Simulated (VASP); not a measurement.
# Sn3SeS2 (I4/mmm) in VASP: single point with PBE

Aim: the single point of Sn3SeS2 with PBE.

Program: VASP 6.6.1. These are calculated values, not measurements. Logs are shortened: lines on timing, memory, paths and dates and some standing lists are left out, and cuts for length are marked.

## Step 1: The cell of the first run

It takes space group I4/mmm (No. 139, tetragonal). Conventional cell: a = 4.191 Å, b = 4.191 Å, c = 17.760 Å, α = 90.00°, β = 90.00°, γ = 90.00°. Sn (site symmetry 4mm) has 5 S at 2.88 to 2.96 Å and 1 Se at 3.03 Å within 3.8 Å. Sn (site symmetry 4/mmm) has 4 Se at 2.96 Å and 2 S at 2.97 Å within 3.9 Å. Within 3.9 Å of Se (site symmetry 4/mmm) lie 6 Sn at 2.96 to 3.03 Å. S (site symmetry 4mm) has 6 Sn at 2.88 to 2.97 Å within 3.8 Å.

## Step 2: Single point, PBE

INCAR

```
  PREC = Accurate
  ENCUT = 520
  EDIFF = 1E-6
  ISMEAR = 0
  SIGMA = 0.01
  LREAL = False
  LASPH = True
  NELM = 100
  ALGO = Normal
  ISIF = 2
  LWAVE = False
  LCHARG = False
  GGA = PE
  NBANDS = 39
```

KPOINTS

```
Automatic mesh
0
Gamma
  12 12 12
```

POSCAR

```
Sn3SeS2
1.0
   -2.0957297509      2.0957297509      8.8799410523
    2.0957297509     -2.0957297509      8.8799410523
    2.0957297509      2.0957297509     -8.8799410523
Sn Se S
3 1 2
Direct
    0.8295795798      0.8295795798      0.0000000000
    0.5000000000      0.5000000000      0.0000000000
    0.1704204202      0.1704204202      0.0000000000
    0.0000000000      0.0000000000      0.0000000000
    0.6672610490      0.6672610490      0.0000000000
    0.3327389510      0.3327389510      0.0000000000
```

Potentials or basis: VASP PAW PBE potentials, release 64 (Sn_d, Se, S).

Run with:

```
cat potpaw_PBE.64/Sn_d/POTCAR potpaw_PBE.64/Se/POTCAR potpaw_PBE.64/S/POTCAR > POTCAR
mpirun -np 1 vasp_std > vasp.out
```

OUTCAR:

```text
PREC = Accurate
   ENCUT = 520
   EDIFF = 1E-6
   ISMEAR = 0
   LREAL = False
   LASPH = True
   NELM = 100
   ISIF = 2
   GGA = PE

 ion  position               nearest neighbor table
   1  0.830  0.830  0.000-   5 2.88   6 2.96   6 2.96   6 2.96   6 2.96   4 3.03
   2  0.500  0.500  0.000-   4 2.96   4 2.96   4 2.96   4 2.96   6 2.97   5 2.97
   3  0.170  0.170  0.000-   6 2.88   5 2.96   5 2.96   5 2.96   5 2.96   4 3.03
   4  0.000  0.000  0.000-   2 2.96   2 2.96   2 2.96   2 2.96   3 3.03   1 3.03
   5  0.667  0.667  0.000-   1 2.88   3 2.96   3 2.96   3 2.96   3 2.96   2 2.97
   6  0.333  0.333  0.000-   3 2.88   1 2.96   1 2.96   1 2.96   1 2.96   2 2.97

  LATTYP: Found a body centered tetragonal cell.
 ALAT       =     4.1914595018
 C/A-ratio  =     4.2371594183

  Lattice vectors:

 A1 = (  -2.0957297509,   2.0957297509,   8.8799410523)
 A2 = (   2.0957297509,  -2.0957297509,   8.8799410523)
 A3 = (   2.0957297509,   2.0957297509,  -8.8799410523)

Analysis of symmetry for initial positions (statically):
=====================================================================
 Subroutine PRICEL returns:
 Original cell was already a primitive cell.

 Routine SETGRP: Setting up the symmetry group for a
 body centered tetragonal supercell.

 Subroutine GETGRP returns: Found 16 space group operations
 (whereof 16 operations were pure point group operations)
 out of a pool of 16 trial point group operations.

The static configuration has the point symmetry D_4h.

Analysis of symmetry for dynamics (positions and initial velocities):
=====================================================================
 Subroutine PRICEL returns:
 Original cell was already a primitive cell.

 Routine SETGRP: Setting up the symmetry group for a
 body centered tetragonal supercell.

 Subroutine GETGRP returns: Found 16 space group operations
 (whereof 16 operations were pure point group operations)
 out of a pool of 16 trial point group operations.

The dynamic configuration has the point symmetry D_4h.

 Subroutine INISYM returns: Found 16 space group operations
 (whereof 16 operations are pure point group operations),
 and found     1 'primitive' translations

----------------------------------------------------------------------------------------

                                     Primitive cell

  volume of cell :     156.0058

  direct lattice vectors                    reciprocal lattice vectors
    -2.095729751  2.095729751  8.879941052     0.000000000  0.238580380  0.056306680
     2.095729751 -2.095729751  8.879941052     0.238580380  0.000000000  0.056306680
     2.095729751  2.095729751 -8.879941052     0.238580380  0.238580380  0.000000000

  length of vectors
     9.361491306  9.361491306  9.361491306     0.245134738  0.245134738  0.337403609

  position of ions in fractional coordinates (direct lattice)
     0.829579580  0.829579580  0.000000000
     0.500000000  0.500000000  0.000000000
     0.170420420  0.170420420  0.000000000
     0.000000000  0.000000000  0.000000000
     0.667261049  0.667261049  0.000000000
     0.332738951  0.332738951  0.000000000

  ion indices of the primitive-cell ions
   primitive index   ion index
                 1           1
                 2           2
                 3           3
                 4           4
                 5           5
                 6           6

----------------------------------------------------------------------------------------

 KPOINTS: Automatic mesh

Automatic generation of k-mesh.
 Grid dimensions read from file:
 generate k-points for:   12   12   12

 Generating k-lattice:

  Cartesian coordinates                     Fractional coordinates (reciprocal lattice)
     0.000000000  0.019881698  0.004692223     0.083333333  0.000000000  0.000000000
     0.019881698  0.000000000  0.004692223     0.000000000  0.083333333  0.000000000
     0.019881698  0.019881698  0.000000000     0.000000000  0.000000000  0.083333333

  Length of vectors
     0.020427895  0.020427895  0.028116967

  Shift w.r.t. Gamma in fractional coordinates (k-lattice)
     0.000000000  0.000000000  0.000000000

 Subroutine IBZKPT returns following result:
 ===========================================

 Found    163 irreducible k-points:

 Following reciprocal coordinates:
            Coordinates               Weight
  0.000000  0.000000  0.000000      1.000000
  0.083333  0.000000 -0.000000      8.000000
  0.166667 -0.000000  0.000000      8.000000
  0.250000  0.000000  0.000000      8.000000
  0.333333  0.000000  0.000000      8.000000
  0.416667 -0.000000  0.000000      8.000000
[... 16 lines left out ...]
  0.500000  0.166667 -0.000000     16.000000
 -0.416667  0.166667  0.000000     16.000000
 [... further k-points ...]
   k-points           NKPTS =    163   k-points in BZ     NKDIM =    163   number of bands    NBANDS=     39
   number of dos      NEDOS =    301   number of ions     NIONS =      6
   total plane-waves  NPLWV = 343000
   dimension x,y,z NGX =    70 NGY =   70 NGZ =   70
   dimension x,y,z NGXF=   140 NGYF=  140 NGZF=  140
   ions per type =               3   1   2
   NGX,Y,Z   is equivalent  to a cutoff of  12.43, 12.43, 12.43 a.u.
   NGXF,Y,Z  is equivalent  to a cutoff of  24.86, 24.86, 24.86 a.u.
 SYSTEM =  unknown system
   PREC   = accura    normal or accurate (medium, high low for compatibility)
   ISTART =      0    job   : 0-new  1-cont  2-samecut
   ICHARG =      2    charge: 1-file 2-atom 10-const
   ISPIN  =      1    spin polarized calculation?
   LNONCOLLINEAR =      F non collinear calculations
   LSORBIT =      F    spin-orbit coupling
   LASPH  =      T    aspherical Exc in radial PAW
   ENCUT  =  520.0 eV  38.22 Ry    6.18 a.u.  17.41 17.41 17.41*2*pi/ulx,y,z
   NELM   =    100;   NELMIN=  2; NELMDL= -5     # of ELM steps
   EDIFF  = 0.1E-05   stopping-criterion for ELM
   LREAL  =      F    real-space projection
   EDIFFG = 0.1E-04   stopping-criterion for IOM
   NSW    =      0    number of steps for IOM
   IBRION =     -1    ionic relax: 0-MD 1-quasi-New 2-CG
   NFREE  =      0    steps in history (QN), initial steepest desc. (CG)
   ISIF   =      2    stress and relaxation
   ISYM   =      2    0-nonsym 1-usesym 2-fastsym
   POTIM  = 0.5000    time-step for ionic-motion
   TEBEG  =    0.0;   TEEND  =   0.0 temperature during run
   PSTRESS=    0.0 pullay stress
   NELECT =      60.0000    total number of electrons
   NUPDOWN=      -1.0000    fix difference up-down
   EMIN   =  10.00;   EMAX   =-10.00  energy-range for DOS
   EFERMI =   0.00;   METHOD = LEGACY
   ISMEAR =     0;   SIGMA  =   0.01  broadening in eV -4-tet -1-fermi 0-gaus
   EFERMI_NEDOS =   21; number of points for ismear=-14 and -15
   IALGO  =     38    algorithm
   IMIX   =      4    mixing-type and parameters
     AMIX     =   0.40;   BMIX     =  1.00
     AMIX_MAG =   1.60;   BMIX_MAG =  1.00
  volume/ion in A,a.u.               =      26.00       175.46
  Fermi-wavevector in a.u.,A,eV,Ry     =   1.190543  2.249800 19.284793  1.417392
  Thomas-Fermi vector in A             =   2.326625
   LORBIT       =      0    0 simple, 1 ext, 2 COOP (PROOUT), +10 PAW based schemes
   GGA     = PE    functional components
   LHFCALC =     F    Hartree Fock is set to
   AEXX    =    0.0000 exact exchange contribution
   IVDW    =     0    specifies the selected vdW correction
   LEPSILON=     F    determine dielectric tensor
   LRPA    =     F    only Hartree local field effects (RPA)
 non-spin polarized calculation
 Gauss-broadening in eV      SIGMA  =   0.01
  energy-cutoff  :      520.00
  volume of cell :      156.01
 maximum number of plane-waves:      4232
 NGX is ok and might be reduce to    70
   NGX = 35   NGY = 35   NGZ = 35

 number of electron      60.0000003 magnetization

 Free energy of the ion-electron system (eV)
  ---------------------------------------------------
  ext. energy  EPLUGINS =         0.00000000
  ---------------------------------------------------
  free energy    TOTEN  =       -25.71538696 eV

  energy without entropy =      -25.71538696  energy(sigma->0) =      -25.71538696

 E-fermi :   6.2004     XC(G=0):  -9.6219

 val. band max:        6.0873475857   @ k =  -0.1667   0.3333   0.1667
 cond. band min:       6.2401686582   @ k =  -0.1667   0.3333   0.1667
 fundamental gap:      0.1528210725
 Fermi energy:         6.2004305810

 k-point     1 :       0.0000    0.0000    0.0000
  band No.  band energies     occupation
      1     -15.7300      2.00000
      2     -15.7291      2.00000
      3     -15.7248      2.00000
      4     -15.7134      2.00000
      5     -15.7134      2.00000
      6     -15.7129      2.00000
[... 31 lines left out ...]
     38      10.5557      0.00000
     39      10.5557      0.00000

 k-point     2 :       0.0833    0.0000   -0.0000
  band No.  band energies     occupation
      1     -15.7294      2.00000
      2     -15.7281      2.00000
      3     -15.7241      2.00000
      4     -15.7135      2.00000
      5     -15.7135      2.00000
      6     -15.7129      2.00000
[... 31 lines left out ...]
     38      10.3591      0.00000
     39      10.6681      0.00000

 k-point     3 :       0.1667   -0.0000    0.0000
  band No.  band energies     occupation
      1     -15.7283      2.00000
      2     -15.7248      2.00000
      3     -15.7226      2.00000
      4     -15.7145      2.00000
      5     -15.7139      2.00000
      6     -15.7134      2.00000
[... 31 lines left out ...]
     38       9.9894      0.00000
     39      10.1130      0.00000

 k-point     4 :       0.2500    0.0000    0.0000
  band No.  band energies     occupation
      1     -15.7268      2.00000
      2     -15.7211      2.00000
      3     -15.7202      2.00000
      4     -15.7165      2.00000
      5     -15.7152      2.00000
      6     -15.7128      2.00000
[... 31 lines left out ...]
     38       9.7054      0.00000
     39      10.1216      0.00000
[... 754 lines left out ...]
     38       9.6380      0.00000
     39      10.1417      0.00000

 k-point    23 :       0.5000    0.1667   -0.0000
  band No.  band energies     occupation
      1     -15.7249      2.00000
      2     -15.7248      2.00000
      3     -15.7169      2.00000
      4     -15.7163      2.00000
      5     -15.7146      2.00000
      6     -15.7144      2.00000
[... 31 lines left out ...]
     38       9.5346      0.00000
     39       9.9550      0.00000

 k-point    24 :      -0.4167    0.1667    0.0000
  band No.  band energies     occupation
      1     -15.7246      2.00000
      2     -15.7241      2.00000
      3     -15.7169      2.00000
      4     -15.7163      2.00000
      5     -15.7159      2.00000
      6     -15.7129      2.00000
[... 31 lines left out ...]
     38       9.7492      0.00000
     39       9.9880      0.00000

 [... further k-points ...]

------------------------ aborting loop because EDIFF is reached ----------------------------------------

  FORCE on cell =-STRESS in cart. coord.  units (eV):
  Direction    XX          YY          ZZ          XY          YZ          ZX
  --------------------------------------------------------------------------------------
  -------------------------------------------------------------------------------------
  Total       -0.0264388     -0.0264388     -0.0216326      0.0000000      0.0000000      0.0000000
  in kB       -0.2715258     -0.2715258     -0.2221669      0.0000000      0.0000000      0.0000000
  external PRESSURE =      -0.2550729 kB  Pullay stress =       0.0000000 kB

 VOLUME and BASIS-vectors are now :
 -----------------------------------------------------------------------------
  energy-cutoff  :      520.00
  volume of cell :      156.01
      direct lattice vectors                 reciprocal lattice vectors
    -2.095729751  2.095729751  8.879941052     0.000000000  0.238580380  0.056306680
     2.095729751 -2.095729751  8.879941052     0.238580380  0.000000000  0.056306680
     2.095729751  2.095729751 -8.879941052     0.238580380  0.238580380  0.000000000

 POSITION                                       TOTAL-FORCE (eV/Angst)
 -----------------------------------------------------------------------------------
      0.00000      0.00000     14.73324         0.000000      0.000000     -0.000847
      0.00000      0.00000      8.87994         0.000000      0.000000      0.000000
      0.00000      0.00000      3.02665        -0.000000      0.000000      0.000847
      0.00000      0.00000      0.00000         0.000000      0.000000      0.000000
      0.00000      0.00000     11.85048        -0.000000     -0.000000     -0.001691
      0.00000      0.00000      5.90940        -0.000000      0.000000      0.001691
 -----------------------------------------------------------------------------------
    total drift:                                0.000000      0.000000     -0.000000

  FREE ENERGIE OF THE ION-ELECTRON SYSTEM (eV)
  ---------------------------------------------------
  free  energy   TOTEN  =       -25.7153869562 eV

  energy  without entropy=      -25.7153869562  energy(sigma->0) =      -25.71538696
```

Run time: 1.8 h. Hardware: 1 thread of Oxide Virtual Turin-like, shared host; peak memory 1.2 GiB.

What came out:

```
Free energy            : -25.7154 eV
Pressure               : 0.0 GPa
Band gap on the k mesh : 0.15 eV
```

Levels at points of the mesh, in eV from the valence-band top:
```
           k point  band 28  band 29  band 30  band 31  band 32  band 33
(0.00, 0.00, 0.00)    -2.52    -2.50    -2.50     3.26     3.39     3.42
(0.50, 0.00, 0.00)    -0.74    -0.54    -0.11     0.39     0.76     0.82
(0.50, 0.50, 0.00)    -3.85    -2.13    -1.84     2.51     2.61     2.98
(0.50, 0.50, 0.50)    -2.87    -1.35    -1.02     1.61     1.76     2.98
```

Caveat: semilocal functionals underestimate gaps, and a narrow one can read as zero; spin-orbit coupling is left out, which moves the levels of the heavy elements. A k mesh can miss the band edges.
